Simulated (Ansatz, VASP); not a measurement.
**One calculation of Ga2O3, two programs**

Contents of INCAR:

```
SYSTEM = Ga2O3
PREC = Accurate
ENCUT = 520
EDIFF = 1E-6
ISMEAR = -1
SIGMA = 0.05
LREAL = .False.
LASPH = .True.
NELM = 100
ALGO = Normal
ISIF = 2
LWAVE = .False.
LCHARG = .False.
GGA = RE
NBANDS = 55
```

The input KPOINTS:

```
regular mesh
0
Gamma
  9 9 5
  0 0 0
```

Contents of POSCAR:

```
Ga2O3
1.0
    6.1070000000     -1.5185500000      0.0000000000
    6.1070000000      1.5185500000      0.0000000000
   -1.3859888959      0.0000000000      5.6300087380
Ga O
4 6
Direct
    0.3413400000      0.3413400000      0.6859800000
    0.6586600000      0.6586600000      0.3140200000
    0.9095000000      0.9095000000      0.2054000000
    0.0905000000      0.0905000000      0.7946000000
    0.5041000000      0.5041000000      0.7434000000
    0.4959000000      0.4959000000      0.2566000000
    0.8267000000      0.8267000000      0.4368000000
    0.1733000000      0.1733000000      0.5632000000
    0.8355000000      0.8355000000      0.8902000000
    0.1645000000      0.1645000000      0.1098000000
```

File input.yaml:

```yaml
crystal:
  lattice:
    - [6.107, -1.51855, 0.0]
    - [6.107, 1.51855, 0.0]
    - [-1.3859888959, 0.0, 5.630008738]
  atoms:
    - { symbol: Ga, position: [0.34134, 0.34134, 0.68598] }
    - { symbol: Ga, position: [0.65866, 0.65866, 0.31402] }
    - { symbol: Ga, position: [0.9095, 0.9095, 0.2054] }
    - { symbol: Ga, position: [0.0905, 0.0905, 0.7946] }
    - { symbol: O, position: [0.5041, 0.5041, 0.7434] }
    - { symbol: O, position: [0.4959, 0.4959, 0.2566] }
    - { symbol: O, position: [0.8267, 0.8267, 0.4368] }
    - { symbol: O, position: [0.1733, 0.1733, 0.5632] }
    - { symbol: O, position: [0.8355, 0.8355, 0.8902] }
    - { symbol: O, position: [0.1645, 0.1645, 0.1098] }
hamiltonian:
  xc: revpbe
  pseudopotentials: { kind: paw }
kpoints:
  mp_grid: { grid: [9, 9, 5] }
scf:
  occupations: { method: fermi_dirac, width: 0.05 }
output:
  forces: true
  stress: true
  eigenvalues: true
  write_density: true
  write_potential: true
  elf: true
  volumetric_format: npy
```

Alike in both runs: task single point; functional revPBE; k mesh 9 × 9 × 5; occupations fermi-dirac, width 0.05 eV; no spin polarisation.

|  | VASP | Ansatz |
| --- | --- | --- |
| version | VASP 6.6.1 | Ansatz 0.2.0 |
| potentials or method | VASP PAW PBE potentials, release 64 (Ga_d, O) | Ansatz PAW |
| plane-wave cutoff (eV) | 520 | 420 |
| valence electrons in the cell | 88 | 88 |

```csv
,VASP,Ansatz,Ansatz less VASP
gap on the k mesh at the Fermi level (eV),2.50,2.51,+0.009
least direct gap on the mesh (eV),2.52,2.53,+0.007
pressure (GPa),13.5,13.2,-0.31
"traceless stress, the component that is largest in VASP (GPa)",0.83,0.75,-0.085
rms of the force components (eV/Å),0.100,0.099,-0.0011
```

VASP's potentials were made for PBE, not for revPBE. Atom by atom the forces differ by 0.017 eV/Å (rms over components). With one functional, cell and mesh, what is left measures potentials, basis and numerics.

Noted on Ansatz's run: odd divisions of the mesh miss points on the zone boundary, where band edges often lie, so the gap on the mesh can be too wide.
